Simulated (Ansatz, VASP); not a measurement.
**Two plane-wave programs on W**

The input INCAR:

```
PREC = Accurate ; ENCUT = 520
EDIFF = 1E-6 ; ISMEAR = -1
SIGMA = 0.1 ; LREAL = False
LASPH = True ; NELM = 60
ALGO = Normal ; ISIF = 2
LWAVE = False ; LCHARG = False
GGA = PE ; NBANDS = 28
```

The input KPOINTS:

```
Automatic mesh
0
Gamma
  9 9 14
```

File POSCAR:

```
W
1.0
    4.6869182364      0.0000000000      0.0000000000
   -2.3434591182      4.0589902582      0.0000000000
    0.0000000000      0.0000000000      2.6096657432
W
3
Direct
    0.0000000000      1.0000000000      0.0000000000
    0.3333333333      0.6666666667      0.5000000000
    0.6666666667      0.3333333333      0.5000000000
```

Input for Ansatz:

```yaml
crystal:
  lattice:
    - [4.6869182364, 0.0, 0.0]
    - [-2.3434591182, 4.0589902582, 0.0]
    - [0.0, 0.0, 2.6096657432]
  atoms:
    - { symbol: W, position: [0.0, 1.0, 0.0] }
    - { symbol: W, position: [0.3333333333, 0.6666666667, 0.5] }
    - { symbol: W, position: [0.6666666667, 0.3333333333, 0.5] }
hamiltonian:
  xc: pbe
  pseudopotentials:
    kind: paw
    azcp:
      W: "pseudopotentials/W.paw.azcp"
basis:
  ecutwfc: 420
  fft_grid_basis: typed
kpoints:
  mp_grid: { grid: [9, 9, 14], shift: [0, 0, 0] }
magnetization:
  spin_polarized: false
scf:
  occupations: { method: fermi_dirac, width: 0.1 }
  lower_state_search: "off"
output:
  stress: true
  write_density: true
  write_potential: true
  elf: true
  volumetric_format: npy
```

Alike in both runs: task single point; functional PBE; k mesh 9 × 9 × 14; occupations fermi-dirac, width 0.1 eV; no spin polarisation.

|  | VASP | Ansatz |
| --- | --- | --- |
| version | VASP 6.6.1 | Ansatz 0.2.0 |
| potentials or method | VASP PAW PBE potentials, release 64 (W_sv), cutoff 520 eV | plane waves (420 eV) with PAW, scalar-relativistic |
| valence electrons in the cell | 42 | 42 |

Ansatz gave:

```
pressure (GPa)                                                : 0.1
traceless stress, the component that is largest in VASP (GPa) : -1.05
```

Task: Estimate VASP's values.

Result: Pressure (GPa): 0.6; traceless stress, the component that is largest in VASP (GPa): -0.71.

With one functional, cell and mesh, what is left measures potentials, basis and numerics.

Spin-orbit coupling is off throughout.
